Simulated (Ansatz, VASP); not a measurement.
TaN in VASP and in Ansatz

Contents of INCAR:

```
  PREC = Accurate
  ENCUT = 520
  EDIFF = 1E-7
  ISMEAR = -1
  SIGMA = 0.02
  LREAL = F
  LASPH = T
  NELM = 60
  ALGO = Normal
  ISIF = 2
  LWAVE = F
  LCHARG = F
  NBANDS = 15
```

The input KPOINTS:

```
regular mesh
0
Gamma
  12 12 10
```

POSCAR

```
TaN
1.0
    2.9477597236      0.0000000000      0.0000000000
   -1.4738798618      2.5528348050      0.0000000000
    0.0000000000      0.0000000000      2.8925781435
Ta N
1 1
Direct
    0.3333333333      0.6666666667      0.5000000000
    0.0000000000      0.0000000000      0.0000000000
```

Input for Ansatz:

```yaml
crystal:
  lattice:
    - [2.9477597236, 0.0, 0.0]
    - [-1.4738798618, 2.552834805, 0.0]
    - [0.0, 0.0, 2.8925781435]
  atoms:
    - { symbol: Ta, position: [0.3333333333, 0.6666666667, 0.5] }
    - { symbol: "N", position: [0.0, 0.0, 0.0] }
kpoints:
  mp_grid: { grid: [12, 12, 10] }
  band_path:
    path:
      - [0.0, 0.0, 0.0]
      - [0.5, 0.0, 0.0]
      - [0.3333333333, 0.3333333333, 0.0]
      - [0.0, 0.0, 0.0]
      - [0.0, 0.0, 0.5]
      - [0.5, 0.0, 0.5]
      - [0.3333333333, 0.3333333333, 0.5]
      - [0.0, 0.0, 0.5]
      - [0.5, 0.0, 0.5]
    npoints: 5
scf:
  occupations: { method: fermi_dirac, width: 0.02 }
hamiltonian:
  xc: lda
  pseudopotentials: { kind: all_electron, lapw: { basis_error: 0.00025 } }
output:
  forces: true
  stress: true
  eigenvalues: true
```

Change from the starting cell: volume scaled by 1.01.

Alike in both runs: task single point; functional LDA; k mesh 12 × 12 × 10; occupations fermi-dirac, width 0.02 eV; no spin polarisation.

|  | VASP | Ansatz |
| --- | --- | --- |
| version | VASP 6.6.1 | Ansatz 0.2.0 |
| potentials or method | VASP PAW LDA potentials, release 64 (Ta_pv, N), cutoff 520 eV | all-electron LAPW, scalar-relativistic |

```csv
,VASP,Ansatz,Ansatz less VASP
pressure (GPa),-13.1,-14.7,-1.60
"traceless stress, the component that is largest in VASP (GPa)",-1.17,-1.31,-0.139
```

LDA's correlation is that of Perdew and Zunger in VASP and of Perdew and Wang (1992) in Ansatz. Ansatz ran all-electron here, and VASP with PAW potentials.

Neither program's run includes spin-orbit coupling.
